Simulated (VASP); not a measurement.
# HfZr2Se6 (P-31m) in VASP: single point with PBEsol

Aim: the single point of HfZr2Se6 with PBEsol.

Everything below comes from runs of VASP 6.6.1. Logs are shortened: lines on timing, memory, paths and dates and some standing lists are left out, and cuts for length are marked.

### 1 The cell of the first run

The structure is trigonal, space group P-31m (No. 162). The conventional cell has a = 6.564 Å, b = 6.564 Å, c = 6.941 Å, α = 90.00°, β = 90.00°, γ = 120.00°. Zr (site symmetry 32) has 6 Se at 2.71 Å within 3.6 Å. Hf (site symmetry -3m) has 6 Se at 2.69 Å within 3.5 Å. Se (site symmetry m) has 1 Hf at 2.69 Å and 2 Zr at 2.71 Å within 3.5 Å.

### 2 Single point, PBEsol

The input, INCAR:

```
PREC = Accurate
ENCUT = 520
EDIFF = 1E-6
ISMEAR = 0
SIGMA = 0.02
LREAL = False
LASPH = True
NELM = 80
ALGO = Normal
ISIF = 2
LWAVE = False
LCHARG = False
GGA = PS
NBANDS = 45
```

The input, KPOINTS:

```
regular mesh
0
Gamma
  6 6 6
```

The input, POSCAR:

```
HfZr2Se6
1.0
    6.5635657872      0.0000000000      0.0000000000
   -3.2817828936      5.6842147111      0.0000000000
    0.0000000000      0.0000000000      6.9411878000
Zr Hf Se
2 1 6
Direct
    0.3333333333      0.6666666667      0.0000000000
    0.6666666667      0.3333333333      0.0000000000
    0.0000000000      0.0000000000      0.0000000000
    0.3311370000      0.0000000000      0.2277860000
    0.0000000000      0.3311370000      0.2277860000
    0.6688630000      0.6688630000      0.2277860000
    0.6688630000      0.0000000000      0.7722140000
    0.3311370000      0.3311370000      0.7722140000
    0.0000000000      0.6688630000      0.7722140000
```

Potentials or basis: VASP PAW PBE potentials, release 64 (Zr_sv, Hf_pv, Se).

Started as:

```
> cat potpaw_PBE.64/Zr_sv/POTCAR potpaw_PBE.64/Hf_pv/POTCAR potpaw_PBE.64/Se/POTCAR > POTCAR
> mpirun -np 1 vasp_std > vasp.out
```

OUTCAR:

```text
PREC = Accurate
   ENCUT = 520
   EDIFF = 1E-6
   ISMEAR = 0
   LREAL = False
   LASPH = True
   NELM = 80
   ISIF = 2
   GGA = PS

 ion  position               nearest neighbor table
   1  0.333  0.667  0.000-   4 2.71   9 2.71   5 2.71   7 2.71   8 2.71   6 2.71   2 3.79   2 3.79
                             3 3.79   3 3.79   3 3.79   2 3.79
   2  0.667  0.333  0.000-   7 2.71   5 2.71   9 2.71   4 2.71   6 2.71   8 2.71   1 3.79   1 3.79
                             3 3.79   3 3.79   3 3.79   1 3.79
   3  0.000  0.000  0.000-   5 2.69   6 2.69   8 2.69   9 2.69   4 2.69   7 2.69   1 3.79   2 3.79
                             1 3.79   2 3.79   2 3.79   1 3.79
   4  0.331  0.000  0.228-   3 2.69   1 2.71   2 2.71
   5  0.000  0.331  0.228-   3 2.69   2 2.71   1 2.71
   6  0.669  0.669  0.228-   3 2.69   2 2.71   1 2.71
   7  0.669  0.000  0.772-   3 2.69   2 2.71   1 2.71
   8  0.331  0.331  0.772-   3 2.69   1 2.71   2 2.71
   9  0.000  0.669  0.772-   3 2.69   1 2.71   2 2.71

  LATTYP: Found a hexagonal cell.
 ALAT       =     6.5635657872
 C/A-ratio  =     1.0575330583

  Lattice vectors:

 A1 = (   6.5635657872,   0.0000000000,   0.0000000000)
 A2 = (  -3.2817828936,   5.6842147111,   0.0000000000)
 A3 = (   0.0000000000,   0.0000000000,   6.9411878000)

Analysis of symmetry for initial positions (statically):
=====================================================================
 Subroutine PRICEL returns:
 Original cell was already a primitive cell.

 Routine SETGRP: Setting up the symmetry group for a
 hexagonal supercell.

 Subroutine GETGRP returns: Found 12 space group operations
 (whereof 12 operations were pure point group operations)
 out of a pool of 24 trial point group operations.

The static configuration has the point symmetry D_3d.

Analysis of symmetry for dynamics (positions and initial velocities):
=====================================================================
 Subroutine PRICEL returns:
 Original cell was already a primitive cell.

 Routine SETGRP: Setting up the symmetry group for a
 hexagonal supercell.

 Subroutine GETGRP returns: Found 12 space group operations
 (whereof 12 operations were pure point group operations)
 out of a pool of 24 trial point group operations.

The dynamic configuration has the point symmetry D_3d.

 Subroutine INISYM returns: Found 12 space group operations
 (whereof 12 operations are pure point group operations),
 and found     1 'primitive' translations

----------------------------------------------------------------------------------------

                                     Primitive cell

  volume of cell :     258.9668

  direct lattice vectors                    reciprocal lattice vectors
     6.563565787  0.000000000  0.000000000     0.152356209  0.087962898  0.000000000
    -3.281782894  5.684214711  0.000000000     0.000000000  0.175925796  0.000000000
     0.000000000  0.000000000  6.941187800     0.000000000  0.000000000  0.144067561

  length of vectors
     6.563565787  6.563565787  6.941187800     0.175925796  0.175925796  0.144067561

  position of ions in fractional coordinates (direct lattice)
     0.333333333  0.666666667  0.000000000
     0.666666667  0.333333333  0.000000000
     0.000000000  0.000000000  0.000000000
     0.331137000  0.000000000  0.227786000
     0.000000000  0.331137000  0.227786000
     0.668863000  0.668863000  0.227786000
     0.668863000  0.000000000  0.772214000
     0.331137000  0.331137000  0.772214000
     0.000000000  0.668863000  0.772214000

  ion indices of the primitive-cell ions
   primitive index   ion index
                 1           1
                 2           2
                 3           3
                 4           4
                 5           5
                 6           6
                 7           7
                 8           8
                 9           9

----------------------------------------------------------------------------------------

 KPOINTS: regular mesh

Automatic generation of k-mesh.
 Grid dimensions read from file:
 generate k-points for:    6    6    6

 Generating k-lattice:

  Cartesian coordinates                     Fractional coordinates (reciprocal lattice)
     0.025392701  0.014660483  0.000000000     0.166666667  0.000000000  0.000000000
     0.000000000  0.029320966  0.000000000     0.000000000  0.166666667  0.000000000
     0.000000000  0.000000000  0.024011260     0.000000000  0.000000000  0.166666667

  Length of vectors
     0.029320966  0.029320966  0.024011260

  Shift w.r.t. Gamma in fractional coordinates (k-lattice)
     0.000000000  0.000000000  0.000000000

 Subroutine IBZKPT returns following result:
 ===========================================

 Found     34 irreducible k-points:

 Following reciprocal coordinates:
            Coordinates               Weight
  0.000000  0.000000  0.000000      1.000000
  0.166667 -0.000000  0.000000      6.000000
  0.333333 -0.000000  0.000000      6.000000
  0.500000 -0.000000  0.000000      3.000000
  0.166667  0.166667  0.000000      6.000000
  0.333333  0.166667  0.000000     12.000000
[... 16 lines left out ...]
 -0.166667  0.333333  0.333333      6.000000
  0.333333  0.166667  0.333333     12.000000
 [... further k-points ...]
   k-points           NKPTS =     34   k-points in BZ     NKDIM =     34   number of bands    NBANDS=     45
   number of dos      NEDOS =    301   number of ions     NIONS =      9
   total plane-waves  NPLWV = 135000
   dimension x,y,z NGX =    50 NGY =   50 NGZ =   54
   dimension x,y,z NGXF=   100 NGYF=  100 NGZF=  108
   ions per type =               2   1   6
   NGX,Y,Z   is equivalent  to a cutoff of  12.66, 12.66, 12.93 a.u.
   NGXF,Y,Z  is equivalent  to a cutoff of  25.33, 25.33, 25.87 a.u.
 SYSTEM =  unknown system
   PREC   = accura    normal or accurate (medium, high low for compatibility)
   ISTART =      0    job   : 0-new  1-cont  2-samecut
   ICHARG =      2    charge: 1-file 2-atom 10-const
   ISPIN  =      1    spin polarized calculation?
   LNONCOLLINEAR =      F non collinear calculations
   LSORBIT =      F    spin-orbit coupling
   LASPH  =      T    aspherical Exc in radial PAW
   ENCUT  =  520.0 eV  38.22 Ry    6.18 a.u.  12.20 12.20 12.91*2*pi/ulx,y,z
   NELM   =     80;   NELMIN=  2; NELMDL= -5     # of ELM steps
   EDIFF  = 0.1E-05   stopping-criterion for ELM
   LREAL  =      F    real-space projection
   EDIFFG = 0.1E-04   stopping-criterion for IOM
   NSW    =      0    number of steps for IOM
   IBRION =     -1    ionic relax: 0-MD 1-quasi-New 2-CG
   NFREE  =      0    steps in history (QN), initial steepest desc. (CG)
   ISIF   =      2    stress and relaxation
   ISYM   =      2    0-nonsym 1-usesym 2-fastsym
   POTIM  = 0.5000    time-step for ionic-motion
   TEBEG  =    0.0;   TEEND  =   0.0 temperature during run
   PSTRESS=    0.0 pullay stress
   NELECT =      70.0000    total number of electrons
   NUPDOWN=      -1.0000    fix difference up-down
   EMIN   =  10.00;   EMAX   =-10.00  energy-range for DOS
   EFERMI =   0.00;   METHOD = LEGACY
   ISMEAR =     0;   SIGMA  =   0.02  broadening in eV -4-tet -1-fermi 0-gaus
   EFERMI_NEDOS =   21; number of points for ismear=-14 and -15
   IALGO  =     38    algorithm
   IMIX   =      4    mixing-type and parameters
     AMIX     =   0.40;   BMIX     =  1.00
     AMIX_MAG =   1.60;   BMIX_MAG =  1.00
  volume/ion in A,a.u.               =      28.77       194.18
  Fermi-wavevector in a.u.,A,eV,Ry     =   1.058505  2.000284 15.244407  1.120432
  Thomas-Fermi vector in A             =   2.193817
   LORBIT       =      0    0 simple, 1 ext, 2 COOP (PROOUT), +10 PAW based schemes
   GGA     = PS    functional components
   LHFCALC =     F    Hartree Fock is set to
   AEXX    =    0.0000 exact exchange contribution
   IVDW    =     0    specifies the selected vdW correction
   LEPSILON=     F    determine dielectric tensor
   LRPA    =     F    only Hartree local field effects (RPA)
 non-spin polarized calculation
 Gauss-broadening in eV      SIGMA  =   0.02
  energy-cutoff  :      520.00
  volume of cell :      258.97
 maximum number of plane-waves:      6998
 NGX is ok and might be reduce to    50
   NGX = 25   NGY = 25   NGZ = 25

 number of electron      69.9999998 magnetization

 Free energy of the ion-electron system (eV)
  ---------------------------------------------------
  ext. energy  EPLUGINS =         0.00000000
  ---------------------------------------------------
  free energy    TOTEN  =       -63.64560340 eV

  energy without entropy =      -63.64560340  energy(sigma->0) =      -63.64560340

 E-fermi :   2.7890     XC(G=0):  -8.9459

 val. band max:        2.6873845413   @ k =   0.0000   0.0000   0.0000
 cond. band min:       3.0785927382   @ k =   0.5000  -0.0000   0.5000
 fundamental gap:      0.3912081968
 Fermi energy:         2.7889969752

 k-point     1 :       0.0000    0.0000    0.0000
  band No.  band energies     occupation
      1     -46.7016      2.00000
      2     -46.6924      2.00000
      3     -28.5084      2.00000
      4     -28.5084      2.00000
      5     -28.4965      2.00000
      6     -24.7893      2.00000
[... 37 lines left out ...]
     44       5.4844      0.00000
     45       6.8575      0.00000

 k-point     2 :       0.1667   -0.0000    0.0000
  band No.  band energies     occupation
      1     -46.7010      2.00000
      2     -46.6929      2.00000
      3     -28.5084      2.00000
      4     -28.5083      2.00000
      5     -28.4965      2.00000
      6     -24.7912      2.00000
[... 37 lines left out ...]
     44       5.5506      0.00000
     45       6.5799      0.00000

 k-point     3 :       0.3333   -0.0000    0.0000
  band No.  band energies     occupation
      1     -46.6996      2.00000
      2     -46.6943      2.00000
      3     -28.5085      2.00000
      4     -28.5082      2.00000
      5     -28.4965      2.00000
      6     -24.7947      2.00000
[... 997 lines left out ...]
     44       5.6474      0.00000
     45       6.2696      0.00000

 k-point    24 :       0.3333    0.1667    0.3333
  band No.  band energies     occupation
      1     -46.6985      2.00000
      2     -46.6955      2.00000
      3     -28.5085      2.00000
      4     -28.5082      2.00000
      5     -28.4965      2.00000
      6     -24.7988      2.00000
[... 37 lines left out ...]
     44       5.6812      0.00000
     45       6.6449      0.00000

 [... further k-points ...]
[... 5 lines left out ...]
  --------------------------------------------------------------------------------------
  -------------------------------------------------------------------------------------
  Total       -4.5771073     -4.5771073     -3.4880687      0.0000000      0.0000000     -0.0000000
  in kB      -28.3176729    -28.3176729    -21.5800033      0.0000000      0.0000000     -0.0000000
  external PRESSURE =     -26.0717830 kB  Pullay stress =       0.0000000 kB

 VOLUME and BASIS-vectors are now :
 -----------------------------------------------------------------------------
  energy-cutoff  :      520.00
  volume of cell :      258.97
      direct lattice vectors                 reciprocal lattice vectors
     6.563565787  0.000000000  0.000000000     0.152356209  0.087962898  0.000000000
    -3.281782894  5.684214711  0.000000000     0.000000000  0.175925796  0.000000000
     0.000000000  0.000000000  6.941187800     0.000000000  0.000000000  0.144067561

 POSITION                                       TOTAL-FORCE (eV/Angst)
 -----------------------------------------------------------------------------------
     -0.00000      3.78948      0.00000         0.000000     -0.000000     -0.000000
      3.28178      1.89474      0.00000         0.000000      0.000000     -0.000000
      0.00000      0.00000      0.00000         0.000000      0.000000     -0.000000
      2.17344      0.00000      1.58111        -0.042734      0.000000     -0.267764
     -1.08672      1.88225      1.58111         0.021367     -0.037008     -0.267764
      2.19506      3.80196      1.58111         0.021367      0.037008     -0.267764
      4.39013      0.00000      5.36008         0.042734     -0.000000      0.267764
      1.08672      1.88225      5.36008        -0.021367     -0.037008      0.267764
     -2.19506      3.80196      5.36008        -0.021367      0.037008      0.267764
 -----------------------------------------------------------------------------------
    total drift:                                0.000000     -0.000000     -0.000000

  FREE ENERGIE OF THE ION-ELECTRON SYSTEM (eV)
  ---------------------------------------------------
  free  energy   TOTEN  =       -63.6456033952 eV

  energy  without entropy=      -63.6456033952  energy(sigma->0) =      -63.64560340
```

It took 16 min on 1 thread of Oxide Virtual Turin-like, shared host; peak memory 0.56 GiB.

What came out:

```yaml
Free_energy: -63.6456 eV
Pressure: -2.6 GPa
Largest_force: 0.271 eV/Å
Band_gap_on_the_k_mesh: 0.39 eV (least direct gap 1.16 eV)
```

Forces on the atoms (eV/Å):
```
Zr   0.000  0.000  0.000
Zr   0.000  0.000  0.000
Hf   0.000  0.000  0.000
Se  -0.043  0.000 -0.268
Se   0.021 -0.037 -0.268
Se   0.021  0.037 -0.268
Se   0.043  0.000  0.268
Se  -0.021 -0.037  0.268
Se  -0.021  0.037  0.268
```

Levels at points of the mesh, in eV from the valence-band top:
| k point | band 33 | band 34 | band 35 | band 36 | band 37 | band 38 |
| --- | --- | --- | --- | --- | --- | --- |
| (0.00, 0.00, 0.00) | -0.57 | 0.00 | 0.00 | 1.16 | 1.16 | 1.46 |
| (0.50, 0.00, 0.00) | -1.15 | -0.78 | -0.74 | 0.52 | 1.28 | 1.46 |
| (0.00, 0.00, 0.50) | -1.69 | -0.04 | -0.04 | 1.16 | 1.16 | 1.68 |
| (0.50, 0.00, 0.50) | -1.07 | -0.98 | -0.93 | 0.39 | 1.40 | 1.59 |

Caveat: semilocal functionals underestimate gaps, and a narrow one can read as zero; the PAW data sets were made with another functional, which shifts forces and pressure a little; spin-orbit coupling is left out, which moves the levels of the heavy elements; this functional lacks dispersion, which binds layers or chains, so the pressure and a relaxed spacing across them are unreliable.
